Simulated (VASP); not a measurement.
Set up this calculation in VASP 6.6.1, as the native input.

- Task: single point
- Functional: PBEsol
- Potentials or basis: VASP PAW PBE potentials, release 64 (Sn_d, Te)
- Cutoff: 520 eV
- k mesh: 6 × 6 × 6
- Occupations: gaussian, width 0.1 eV
- Spin: no spin polarisation
- Dipole correction: no
- Further INCAR settings: ALGO = Normal; EDIFF = 1e-06; NBANDS = 17

The structure of SnTe lies in POSCAR:

```
SnTe
1.0
    0.0000000000     -3.1565000000     -3.1565000000
    3.1565000000      0.0000000000     -3.1565000000
    3.1565000000     -3.1565000000      0.0000000000
Sn Te
1 1
Direct
    0.0000000000      0.0000000000      0.0000000000
    0.5000000000      0.5000000000      0.5000000000
```

These files were run (other wordings do the same):

INCAR

```
SYSTEM = SnTe
PREC     = Accurate       ! precision mode
ENCUT    = 520            ! plane-wave cutoff, eV
EDIFF    = 1E-6           ! SCF threshold, eV
ISMEAR   = 0              ! smearing method
SIGMA    = 0.1            ! smearing width, eV
LREAL    = .FALSE.        ! projectors in reciprocal space
LASPH    = .TRUE.         ! aspherical terms in the spheres
NELM     = 80             ! most SCF steps
ALGO     = Normal         ! electronic algorithm
ISIF     = 2              ! what is computed and relaxed
LWAVE    = .FALSE.        ! write WAVECAR
LCHARG   = .FALSE.        ! write CHGCAR
GGA      = PS             ! functional
NBANDS   = 17             ! bands
```

KPOINTS

```
regular mesh
0
G
  6 6 6
  0 0 0
```

Potentials or basis: VASP PAW PBE potentials, release 64 (Sn_d, Te).

Launch:

```bash
$ cat potpaw_PBE.64/Sn_d/POTCAR potpaw_PBE.64/Te/POTCAR > POTCAR
$ mpirun -np 1 vasp_std > vasp.out
```

It gave:

- Pressure: -0.6 GPa
- Band gap on the k mesh: 0.13 eV, direct

Caveat: the PAW data sets were made with another functional, which shifts forces and pressure a little; spin-orbit coupling is left out, which moves the levels of the heavy elements.

Run time: 11 s on 1 thread of Intel(R) Xeon(R) Platinum 8488C (Sapphire Rapids), on a shared host, peak memory 0.2 GiB.
